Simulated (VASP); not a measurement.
# C (R-3m) in VASP: notebook

The runs below take C through single point, relaxation of volume and atoms at fixed shape, with PBEsol.

Program: VASP 6.6.1. These are calculated values, not measurements. Logs are shortened: lines on timing, memory, paths and dates and some standing lists are left out, and cuts for length are marked.

### Step 1. The cell of the first run

The structure is trigonal, space group R-3m (No. 166). The conventional cell has a = 2.460 Å, b = 2.460 Å, c = 10.057 Å, α = 90.00°, β = 90.00°, γ = 120.00°. Within 1.9 Å of C (site symmetry 3m) lie 3 C at 1.42 Å.

### Step 2. Single point, PBEsol

INCAR reads:

```
SYSTEM = C
  PREC = Accurate
  ENCUT = 520
  EDIFF = 1E-7
  ISMEAR = 1
  SIGMA = 0.02
  LREAL = .False.
  LASPH = .True.
  NELM = 80
  ALGO = Normal
  ISIF = 2
  LWAVE = .False.
  LCHARG = .False.
  GGA = PS
  NBANDS = 11
```

KPOINTS reads:

```
regular mesh
0
Gamma
  22 22 22
  0 0 0
```

POSCAR reads:

```
C
1.0
    1.2299402073      0.7101063115      3.3522212646
   -1.2299402073      0.7101063115      3.3522212646
    0.0000000000     -1.4202126179      3.3522212657
C
2
Direct
    0.8333769605      0.8333769605      0.8333769605
    0.1666230395      0.1666230395      0.1666230395
```

Potentials or basis: VASP PAW PBE potentials, release 64 (C).

The run is started by

```sh
cat potpaw_PBE.64/C/POTCAR > POTCAR
mpirun -np 1 vasp_std > vasp.out
```

OUTCAR:

```text
SYSTEM = C
   PREC = Accurate
   ENCUT = 520
   EDIFF = 1E-7
   ISMEAR = 1
   LREAL = .False.
   LASPH = .True.
   NELM = 80
   ISIF = 2
   GGA = PS

 ion  position               nearest neighbor table
   1  0.833  0.833  0.833-   2 1.42   2 1.42   2 1.42
   2  0.167  0.167  0.167-   1 1.42   1 1.42   1 1.42

  LATTYP: Found a trigonal (rhomboedric) cell.
 ALAT       =     3.6406580853
 COS(alpha) =     0.7717355886

  Lattice vectors:

 A1 = (   1.2299402073,   0.7101063115,   3.3522212646)
 A2 = (  -1.2299402073,   0.7101063115,   3.3522212646)
 A3 = (   0.0000000000,  -1.4202126179,   3.3522212657)

Analysis of symmetry for initial positions (statically):
=====================================================================
 Subroutine PRICEL returns:
 Original cell was already a primitive cell.

 Routine SETGRP: Setting up the symmetry group for a
 trigonal (rhombohedral) supercell.

 Subroutine GETGRP returns: Found 12 space group operations
 (whereof 12 operations were pure point group operations)
 out of a pool of 12 trial point group operations.

The static configuration has the point symmetry D_3d.

Analysis of symmetry for dynamics (positions and initial velocities):
=====================================================================
 Subroutine PRICEL returns:
 Original cell was already a primitive cell.

 Routine SETGRP: Setting up the symmetry group for a
 trigonal (rhombohedral) supercell.

 Subroutine GETGRP returns: Found 12 space group operations
 (whereof 12 operations were pure point group operations)
 out of a pool of 12 trial point group operations.

The dynamic configuration has the point symmetry D_3d.

 Subroutine INISYM returns: Found 12 space group operations
 (whereof 12 operations are pure point group operations),
 and found     1 'primitive' translations

----------------------------------------------------------------------------------------

                                     Primitive cell

  volume of cell :      17.5667

  direct lattice vectors                    reciprocal lattice vectors
     1.229940207  0.710106312  3.352221265     0.406523827  0.234706641  0.099436555
    -1.229940207  0.710106312  3.352221265    -0.406523827  0.234706641  0.099436555
     0.000000000 -1.420212618  3.352221266     0.000000000 -0.469413282  0.099436555

  length of vectors
     3.640658085  3.640658085  3.640658085     0.479829613  0.479829613  0.479829613

  position of ions in fractional coordinates (direct lattice)
     0.833376960  0.833376960  0.833376960
     0.166623040  0.166623040  0.166623040

  ion indices of the primitive-cell ions
   primitive index   ion index
                 1           1
                 2           2

----------------------------------------------------------------------------------------

 KPOINTS: regular mesh

Automatic generation of k-mesh.
 Grid dimensions read from file:
 generate k-points for:   22   22   22

 Generating k-lattice:

  Cartesian coordinates                     Fractional coordinates (reciprocal lattice)
     0.018478356  0.010668484  0.004519843     0.045454545  0.000000000 -0.000000000
    -0.018478356  0.010668484  0.004519843     0.000000000  0.045454545 -0.000000000
     0.000000000 -0.021336967  0.004519843     0.000000000  0.000000000  0.045454545

  Length of vectors
     0.021810437  0.021810437  0.021810437

  Shift w.r.t. Gamma in fractional coordinates (k-lattice)
     0.000000000  0.000000000  0.000000000

 Subroutine IBZKPT returns following result:
 ===========================================

 Found   1024 irreducible k-points:

 Following reciprocal coordinates:
            Coordinates               Weight
  0.000000  0.000000  0.000000      1.000000
  0.045455  0.000000 -0.000000      6.000000
  0.090909  0.000000 -0.000000      6.000000
  0.136364  0.000000  0.000000      6.000000
  0.181818  0.000000  0.000000      6.000000
  0.227273 -0.000000  0.000000      6.000000
[... 16 lines left out ...]
  0.500000  0.045455  0.000000     12.000000
 -0.454545  0.045455 -0.000000     12.000000
 [... further k-points ...]
   k-points           NKPTS =   1024   k-points in BZ     NKDIM =   1024   number of bands    NBANDS=     11
   number of dos      NEDOS =    301   number of ions     NIONS =      2
   total plane-waves  NPLWV =  21952
   dimension x,y,z NGX =    28 NGY =   28 NGZ =   28
   dimension x,y,z NGXF=    56 NGYF=   56 NGZF=   56
   ions per type =               2
   NGX,Y,Z   is equivalent  to a cutoff of  12.79, 12.79, 12.79 a.u.
   NGXF,Y,Z  is equivalent  to a cutoff of  25.57, 25.57, 25.57 a.u.
 SYSTEM =  C
   PREC   = accura    normal or accurate (medium, high low for compatibility)
   ISTART =      0    job   : 0-new  1-cont  2-samecut
   ICHARG =      2    charge: 1-file 2-atom 10-const
   ISPIN  =      1    spin polarized calculation?
   LNONCOLLINEAR =      F non collinear calculations
   LSORBIT =      F    spin-orbit coupling
   LASPH  =      T    aspherical Exc in radial PAW
   ENCUT  =  520.0 eV  38.22 Ry    6.18 a.u.   6.77  6.77  6.77*2*pi/ulx,y,z
   NELM   =     80;   NELMIN=  2; NELMDL= -5     # of ELM steps
   EDIFF  = 0.1E-06   stopping-criterion for ELM
   LREAL  =      F    real-space projection
   EDIFFG = 0.1E-05   stopping-criterion for IOM
   NSW    =      0    number of steps for IOM
   IBRION =     -1    ionic relax: 0-MD 1-quasi-New 2-CG
   NFREE  =      0    steps in history (QN), initial steepest desc. (CG)
   ISIF   =      2    stress and relaxation
   ISYM   =      2    0-nonsym 1-usesym 2-fastsym
   POTIM  = 0.5000    time-step for ionic-motion
   TEBEG  =    0.0;   TEEND  =   0.0 temperature during run
   PSTRESS=    0.0 pullay stress
   NELECT =       8.0000    total number of electrons
   NUPDOWN=      -1.0000    fix difference up-down
   EMIN   =  10.00;   EMAX   =-10.00  energy-range for DOS
   EFERMI =   0.00;   METHOD = LEGACY
   ISMEAR =     1;   SIGMA  =   0.02  broadening in eV -4-tet -1-fermi 0-gaus
   EFERMI_NEDOS =   21; number of points for ismear=-14 and -15
   IALGO  =     38    algorithm
   IMIX   =      4    mixing-type and parameters
     AMIX     =   0.40;   BMIX     =  1.00
     AMIX_MAG =   1.60;   BMIX_MAG =  1.00
  volume/ion in A,a.u.               =       8.78        59.27
  Fermi-wavevector in a.u.,A,eV,Ry     =   1.259528  2.380162 21.584419  1.586410
  Thomas-Fermi vector in A             =   2.393083
   LORBIT       =      0    0 simple, 1 ext, 2 COOP (PROOUT), +10 PAW based schemes
   GGA     = PS    functional components
   LHFCALC =     F    Hartree Fock is set to
   AEXX    =    0.0000 exact exchange contribution
   IVDW    =     0    specifies the selected vdW correction
   LEPSILON=     F    determine dielectric tensor
   LRPA    =     F    only Hartree local field effects (RPA)
 non-spin polarized calculation
 Methfessel and Paxton  Order N= 1 SIGMA  =   0.02
  energy-cutoff  :      520.00
  volume of cell :       17.57
 maximum number of plane-waves:       487
   NGX = 13   NGY = 13   NGZ = 13

 number of electron       8.0000000 magnetization

 Free energy of the ion-electron system (eV)
  ---------------------------------------------------
  ext. energy  EPLUGINS =         0.00000000
  ---------------------------------------------------
  free energy    TOTEN  =       -19.28499532 eV

  energy without entropy =      -19.28499597  energy(sigma->0) =      -19.28499553

 E-fermi :   4.6540     XC(G=0): -10.5658

 val. band max:        4.6371822531   @ k =  -0.3182   0.3182   0.0000
 cond. band min:       4.7565808605   @ k =  -0.3182   0.3182   0.0000
 fundamental gap:      0.1193986073
 Fermi energy:         4.6540198118

 k-point     1 :       0.0000    0.0000    0.0000
  band No.  band energies     occupation
      1     -15.0238      2.00000
      2      -1.9552      2.00000
      3       1.6851      2.00000
      4       1.6851      2.00000
      5       8.6749      0.00000
      6      13.0358      0.00000
      7      13.0358      0.00000
      8      16.1021      0.00000
      9      17.5510      0.00000
     10      27.1613      0.00000
     11      30.1809      0.00000

 k-point     2 :       0.0455    0.0000   -0.0000
  band No.  band energies     occupation
      1     -14.9736      2.00000
      2      -1.9044      2.00000
      3       1.4841      2.00000
      4       1.5783      2.00000
      5       8.7463      0.00000
      6      13.0665      0.00000
      7      13.2500      0.00000
      8      15.9230      0.00000
      9      17.6358      0.00000
     10      27.3285      0.00000
     11      29.7899      0.00000

 k-point     3 :       0.0909    0.0000   -0.0000
  band No.  band energies     occupation
      1     -14.8230      2.00000
      2      -1.7523      2.00000
      3       0.9162      2.00000
      4       1.2838      2.00000
      5       8.9603      0.00000
      6      13.1222      0.00000
      7      13.8651      0.00000
      8      15.4117      0.00000
      9      17.9026      0.00000
     10      27.7762      0.00000
     11      28.6406      0.00000

 k-point     4 :       0.1364    0.0000    0.0000
  band No.  band energies     occupation
      1     -14.5729      2.00000
      2      -1.4997      2.00000
      3       0.0655      2.00000
      4       0.8628      2.00000
      5       9.3161      0.00000
      6      13.1352      0.00000
      7      14.6261      0.00000
      8      14.8141      0.00000
      9      18.3620      0.00000
     10      27.1007      0.00000
     11      28.5519      0.00000
[... 239 lines left out ...]
 k-point    22 :       0.4545    0.0455   -0.0000
  band No.  band energies     occupation
      1     -10.6082      2.00000
      2      -7.4369      2.00000
      3      -1.7674      2.00000
      4       2.0949      2.00000
      5       7.3714      0.00000
      6      12.5643      0.00000
      7      15.0850      0.00000
      8      18.2062      0.00000
      9      22.2060      0.00000
     10      23.8987      0.00000
     11      25.7026      0.00000

 k-point    23 :       0.5000    0.0455    0.0000
  band No.  band energies     occupation
      1      -9.7856      2.00000
      2      -8.4029      2.00000
      3      -1.8654      2.00000
      4       2.5899      2.00000
      5       6.7300      0.00000
      6      12.5216      0.00000
      7      16.1534      0.00000
      8      17.1640      0.00000
      9      22.1007      0.00000
     10      24.5124      0.00000
     11      25.6644      0.00000

 k-point    24 :      -0.4545    0.0455   -0.0000
  band No.  band energies     occupation
      1      -9.8040      2.00000
      2      -8.3851      2.00000
      3      -1.8658      2.00000
      4       2.6494      2.00000
      5       6.6787      0.00000
      6      12.5193      0.00000
      7      15.7959      0.00000
      8      17.4559      0.00000
      9      22.1577      0.00000
     10      24.5223      0.00000
     11      25.6634      0.00000

 [... further k-points ...]

------------------------ aborting loop because EDIFF is reached ----------------------------------------

  FORCE on cell =-STRESS in cart. coord.  units (eV):
  Direction    XX          YY          ZZ          XY          YZ          ZX
  --------------------------------------------------------------------------------------
  -------------------------------------------------------------------------------------
  Total        0.0424037      0.0424037      0.1524802      0.0000000      0.0000000      0.0000000
  in kB        3.8674395      3.8674395     13.9069765      0.0000000      0.0000000      0.0000000
  external PRESSURE =       7.2139518 kB  Pullay stress =       0.0000000 kB

 VOLUME and BASIS-vectors are now :
 -----------------------------------------------------------------------------
  energy-cutoff  :      520.00
  volume of cell :       17.57
      direct lattice vectors                 reciprocal lattice vectors
     1.229940207  0.710106312  3.352221265     0.406523827  0.234706641  0.099436555
    -1.229940207  0.710106312  3.352221265    -0.406523827  0.234706641  0.099436555
     0.000000000 -1.420212618  3.352221266     0.000000000 -0.469413282  0.099436555

 POSITION                                       TOTAL-FORCE (eV/Angst)
 -----------------------------------------------------------------------------------
      0.00000      0.00000      8.38099         0.000000      0.000000      0.001497
      0.00000      0.00000      1.67567         0.000000     -0.000000     -0.001497
 -----------------------------------------------------------------------------------
    total drift:                                0.000000     -0.000000      0.000000

  FREE ENERGIE OF THE ION-ELECTRON SYSTEM (eV)
  ---------------------------------------------------
  free  energy   TOTEN  =       -19.2849953152 eV

  energy  without entropy=      -19.2849959687  energy(sigma->0) =      -19.28499553
```

It took 4.4 min on 1 thread of Intel Xeon 8259CL, shared host; peak memory 0.28 GiB.

Results:

```yaml
Free_energy: -19.2850 eV
Pressure: 0.7 GPa
```

Stress tensor (GPa, compression positive):
```
0.39 0.00 0.00
0.00 0.39 0.00
0.00 0.00 1.39
```

Caveat: this functional lacks dispersion, which binds layers or chains, so the pressure and a relaxed spacing across them are unreliable; the PAW data sets were made with another functional, which shifts forces and pressure a little.

### Step 3. Relaxation of volume and atoms at fixed shape, PBEsol

This run uses another cell than the first one, of 8.74 Å³/atom.

INCAR reads:

```
SYSTEM = C
  PREC = Accurate
  ENCUT = 600
  EDIFF = 1E-7
  ISMEAR = 1
  SIGMA = 0.02
  LREAL = .False.
  LASPH = .True.
  NELM = 80
  ALGO = Normal
  ISIF = 8
  LWAVE = .False.
  LCHARG = .False.
  GGA = PS
  IBRION = 2
  NSW = 80
  EDIFFG = -0.01
```

KPOINTS is that of step 2.

POSCAR reads:

```
C
1.0
    1.2280287100      0.7090027100      3.3470114500
   -1.2280287100      0.7090027100      3.3470114500
    0.0000000000     -1.4180054100      3.3470114500
C
2
Direct
    0.8359999984      0.8359999984      0.8360000043
    0.1639999993      0.1639999993      0.1640000004
```

Potentials or basis: VASP PAW PBE potentials, release 64 (C).

The run is started by

```sh
cat potpaw_PBE.64/C/POTCAR > POTCAR
mpirun -np 1 vasp_std > vasp.out
```

It took 15 min on 1 thread of Intel Xeon 8259CL, shared host; peak memory 0.29 GiB.

It converged, with:

```yaml
Free_energy: -19.2891 eV
Relaxed_volume: 8.79 Å³/atom
Relaxed_cell: a = 3.642 Å, b = 3.642 Å, c = 3.642 Å, α = 39.49°, β = 39.49°, γ = 39.49°
Space_group_after_relaxing_to_0.1_Å: R-3m (No. 166)
Energy_gained_by_relaxing: 11.7 meV/atom
Ionic_steps: 7
Pressure_after_relaxing: 0.0 GPa
Largest_force_after_relaxing: 0.006 eV/Å
```

Forces on the atoms (eV/Å):
```
C    0.000  0.000  0.006
C    0.000  0.000 -0.006
```

Stress tensor (GPa, compression positive):
```
-0.60  0.00  0.00
 0.00 -0.60  0.00
 0.00  0.00  1.16
```

Step by step:
```
step  energy change (eV)  largest force (eV/Å)  pressure (GPa)  volume (Å³)
   1              0.0000                0.8681            1.43        17.48
   2             -0.0148                0.5192           -1.58        17.68
   3             -0.0233                0.0035           -0.35        17.61
   4             -0.0233                0.0208           -0.31        17.61
   5             -0.0233                0.0111            0.37        17.56
   6             -0.0233                0.0158            0.04        17.58
   7             -0.0233                0.0055           -0.01        17.59
```

Final structure:
```
C
1.0
     1.23042    0.71038    3.35353
    -1.23042    0.71038    3.35353
     0.00000   -1.42077    3.35353
C
2
Cartesian
  0.0000 0.0000 8.3841
  0.0000 0.0000 1.6764
```

Caveat: this functional lacks dispersion, which binds layers or chains, so the pressure and a relaxed spacing across them are unreliable; the PAW data sets were made with another functional, which shifts forces and pressure a little. Zero-point motion and thermal expansion aren't in these numbers.
